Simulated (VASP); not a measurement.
## Al: single point with LDA

Al:

```
CELL_PARAMETERS angstrom
0.00000 1.99129 1.99129
1.99129 0.00000 1.99129
1.99129 1.99129 0.00000
ATOMIC_POSITIONS crystal
Al 0.00000 0.00000 0.00000
```

```
Program                : VASP 6.6.1
Task                   : single point
Functional             : LDA
Potentials or basis    : VASP PAW LDA potentials, release 64 (Al)
Cutoff                 : 500 eV
k mesh                 : 13 × 13 × 13
Occupations            : fermi-dirac, width 0.1 eV
Spin                   : no spin polarisation
Dipole correction      : no
Further INCAR settings : ALGO = Normal; EDIFF = 1e-06; NBANDS = 8
```

* Pressure: 0.1 GPa
* Band gap on the k mesh: zero (an odd number of electrons rules out a gap without spin polarisation)

Levels at points of the mesh, in eV from the Fermi level:
| k point | band 1 | band 2 | band 3 | band 4 | band 5 |
| --- | --- | --- | --- | --- | --- |
| (0.00, 0.00, 0.00) | -11.34 | 12.88 | 12.88 | 12.88 | 14.54 |

Run time: 2.9 s on 1 thread of Intel(R) Xeon(R) 6975P-C (Granite Rapids), on a shared host, peak memory 0.12 GiB.
